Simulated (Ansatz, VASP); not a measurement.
AlN: VASP beside Ansatz

INCAR

```
PREC = Accurate ; ENCUT = 520
EDIFF = 1E-6 ; ISMEAR = 0
SIGMA = 0.01 ; LREAL = F
LASPH = T ; NELM = 100
ALGO = Normal ; ISIF = 2
LWAVE = F ; LCHARG = T
GGA = PE ; LELF = T
LVHAR = T ; NBANDS = 11
```

The input KPOINTS:

```
regular mesh
0
Gamma
  8 8 8
```

File POSCAR:

```
AlN
1.0
    0.0000000000      2.0352516422      2.0352516422
    2.0352516422      0.0000000000      2.0352516422
    2.0352516422      2.0352516422      0.0000000000
Al N
1 1
Direct
    0.0000000000      0.0000000000      0.0000000000
    0.5000000000      0.5000000000      0.5000000000
```

Input for Ansatz:

```yaml
crystal:
  lattice:
    - [0.0, 2.0352516422, 2.0352516422]
    - [2.0352516422, 0.0, 2.0352516422]
    - [2.0352516422, 2.0352516422, 0.0]
  atoms:
    - { symbol: Al, position: [0.0, 0.0, 0.0] }
    - { symbol: "N", position: [0.5, 0.5, 0.5] }
kpoints:
  mp_grid: { grid: [8, 8, 8] }
hamiltonian:
  xc: pbe
scf:
  occupations: { method: fixed }
  n_extra_bands: 4
output:
  forces: true
  stress: true
  eigenvalues: true
```

Alike in both runs: task single point; functional PBE; k mesh 8 × 8 × 8; no spin polarisation.

|  | VASP | Ansatz |
| --- | --- | --- |
| version | VASP 6.6.1 | Ansatz 0.2.0 |
| potentials or method | VASP PAW PBE potentials, release 64 (Al, N) | plane waves, PAW |
| plane-wave cutoff (eV) | 520 | 420 |
| occupations | gaussian, width 0.01 eV | fixed |
| valence electrons in the cell | 8 | 8 |

Ansatz gave:

| Quantity | Value |
| --- | --- |
| gap on the k mesh at the Fermi level (eV) | 4.44 |
| pressure (GPa) | 0.0 |

Q: Estimate VASP's values.

A: gap on the k mesh at the Fermi level (eV): 4.41; pressure (GPa): -0.3.
